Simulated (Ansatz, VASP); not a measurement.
Two plane-wave programs on Rh

```
CELL_PARAMETERS angstrom
0.00000 2.88840 2.88840
2.88840 0.00000 2.88840
2.88840 2.88840 0.00000
ATOMIC_POSITIONS crystal
Rh 0.12500 0.12500 0.12500
Rh 0.87500 0.87500 0.87500
```

Alike in both runs: task single point; functional RPBE; k mesh 11 × 11 × 11; occupations fermi-dirac, width 0.1 eV; no spin polarisation.

```csv
,VASP,Ansatz
version,VASP 6.6.1,Ansatz 0.2.0
potentials or method,"VASP PAW PBE potentials, release 64 (Rh_pv), cutoff 520 eV","plane waves (420 eV) with PAW, scalar-relativistic"
valence electrons in the cell,30,34
```

Ansatz gave:

```
pressure (GPa) : -9.6
```

**Question.** Estimate VASP's values.

**Answer.** Pressure (GPa): -9.5.

VASP's potentials were made for PBE, not for RPBE. VASP's potentials hold 30 valence electrons a cell and Ansatz's 34, so a difference there can come from the potentials and not from the codes.
